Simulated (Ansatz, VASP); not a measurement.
# One calculation of PbS, two programs

```
CELL_PARAMETERS angstrom
4.29668 0.00000 0.00000
-2.14834 3.72103 0.00000
0.00000 0.00000 3.92306
ATOMIC_POSITIONS crystal
Pb 0.00000 0.00000 0.00000
S 0.66667 0.33333 0.50000
```

Alike in both runs: task single point; functional PBEsol; k mesh 12 × 12 × 12; occupations gaussian, width 0.1 eV; no spin polarisation.

```csv
,VASP,Ansatz
version,VASP 6.6.1,Ansatz 0.2.0
potentials or method,"VASP PAW PBE potentials, release 64 (Pb_d, S), cutoff 520 eV","scalar-relativistic, plane waves, PAW"
valence electrons in the cell,20,20
```

|  | VASP | Ansatz | Ansatz less VASP |
| --- | --- | --- | --- |
| gap on the k mesh at the Fermi level (eV) | 0.07 | 0.07 | -0.002 |
| least direct gap on the mesh (eV) | 0.87 | 0.87 | -0.004 |
| pressure (GPa) | -7.1 | -7.1 | +0.04 |
| traceless stress, the component that is largest in VASP (GPa) | -0.77 | -0.77 | -0.002 |

VASP's potentials were made for PBE, not for PBEsol. The functional is the same, so the differences come from potentials, cutoffs and numerics.

Spin-orbit coupling is off throughout.
